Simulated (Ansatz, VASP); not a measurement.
**Two plane-wave programs on FeGe**

INCAR

```
SYSTEM = FeGe
ALGO     = Fast           ! electronic algorithm
EDIFF    = 1E-7           ! SCF threshold, eV
ENCUT    = 520            ! plane-wave cutoff, eV
GGA      = PE             ! functional
ISIF     = 2              ! what is computed and relaxed
ISMEAR   = 0              ! smearing method
ISPIN    = 2              ! spin polarisation
LASPH    = .True.         ! aspherical terms in the spheres
LCHARG   = .False.        ! write CHGCAR
LMAXMIX  = 4              ! l up to which the mixer works
LORBIT   = 11             ! projections on sites
LREAL    = .False.        ! projectors in reciprocal space
LWAVE    = .False.        ! write WAVECAR
MAGMOM   = 1.27 1.27 1.27 1.27 0 0 0 0 ! initial moments
NBANDS   = 58             ! bands
NELM     = 150            ! most SCF steps
PREC     = Accurate       ! precision mode
SIGMA    = 0.1            ! smearing width, eV
```

File KPOINTS:

```
k-points
0
Gamma
  8 8 8
  0 0 0
```

The input POSCAR:

```
FeGe
1.0
    4.6629632372      0.0000000000      0.0000000000
    0.0000000000      4.6629632372      0.0000000000
    0.0000000000      0.0000000000      4.6629632372
Fe Ge
4 4
Direct
    0.1348847579      0.1348847579      0.1348847579
    0.3651152421      0.8651152421      0.6348847579
    0.6348847579      0.3651152421      0.8651152421
    0.8651152421      0.6348847579      0.3651152421
    0.8417601527      0.8417601527      0.8417601527
    0.6582398473      0.1582398473      0.3417601527
    0.3417601527      0.6582398473      0.1582398473
    0.1582398473      0.3417601527      0.6582398473
```

Input for Ansatz:

```yaml
crystal:
  lattice:
    - [4.6629632372, 0.0, 0.0]
    - [0.0, 4.6629632372, 0.0]
    - [0.0, 0.0, 4.6629632372]
  atoms:
    - { symbol: Fe, position: [0.1348847579, 0.1348847579, 0.1348847579], spin: 1.27 }
    - { symbol: Fe, position: [0.3651152421, 0.8651152421, 0.6348847579], spin: 1.27 }
    - { symbol: Fe, position: [0.6348847579, 0.3651152421, 0.8651152421], spin: 1.27 }
    - { symbol: Fe, position: [0.8651152421, 0.6348847579, 0.3651152421], spin: 1.27 }
    - { symbol: Ge, position: [0.8417601527, 0.8417601527, 0.8417601527] }
    - { symbol: Ge, position: [0.6582398473, 0.1582398473, 0.3417601527] }
    - { symbol: Ge, position: [0.3417601527, 0.6582398473, 0.1582398473] }
    - { symbol: Ge, position: [0.1582398473, 0.3417601527, 0.6582398473] }
basis:
  ecutwfc: 420
kpoints:
  mp_grid: { grid: [8, 8, 8] }
  band_path:
    path:
      - [[0.0, 0.0, 0.0], [0.0, 0.5, 0.0], [0.5, 0.5, 0.0], [0.0, 0.0, 0.0], [0.5, 0.5, 0.5], [0.0, 0.5, 0.0]]
      - [[0.5, 0.5, 0.5], [0.5, 0.5, 0.0], [0.5, 0.0, 0.0]]
    npoints: 14
hamiltonian:
  xc: pbe
scf:
  occupations: { method: gaussian, width: 0.1 }
  n_extra_bands: 20
output:
  forces: true
  stress: true
  eigenvalues: true
  populations: true
  dos: { projected: true, de: 0.02, nscf_kmesh: { grid: [10, 10, 10] } }
  bader: true
magnetization:
  spin_polarized: true
checkpoint:
  read: start.run
  write: ck
  compress: false
  write_wavefunctions: false
  write_every: 100000
```

Alike in both runs: task single point; functional PBE; k mesh 8 × 8 × 8; occupations gaussian, width 0.1 eV; collinear spin.

```csv
,VASP,Ansatz
version,VASP 6.6.1,Ansatz 0.2.0
potentials or method,"VASP PAW PBE potentials, release 64 (Fe, Ge_d), cutoff 520 eV","scalar-relativistic, plane waves, PAW"
valence electrons in the cell,88,120
```

Ansatz gave:

| Item | Value |
| --- | --- |
| gap on the k mesh at the Fermi level (eV) | none |
| pressure (GPa) | 0.0 |
| rms of the force components (eV/Å) | 0.006 |
| net moment per atom (μB) | 0.52 |
| size of the moment on the site where the two differ most (μB) | 0.05 |

Q: Estimate VASP's values.

A: gap on the k mesh at the Fermi level (eV): none; pressure (GPa): 0.3; rms of the force components (eV/Å): 0.004; net moment per atom (μB): 0.52; size of the moment on the site where the two differ most (μB): 0.08.

Site moments also hang on the region over which each program counts them. Atom by atom the forces differ by 0.008 eV/Å (rms over components). A gap of «none» marks a metal or a gap that the smearing closes. The functional is the same, so the differences come from potentials, cutoffs and numerics. VASP's potentials hold 88 valence electrons a cell and Ansatz's 120, so a difference there can come from the potentials and not from the codes. Ansatz's warnings: stability check not made.
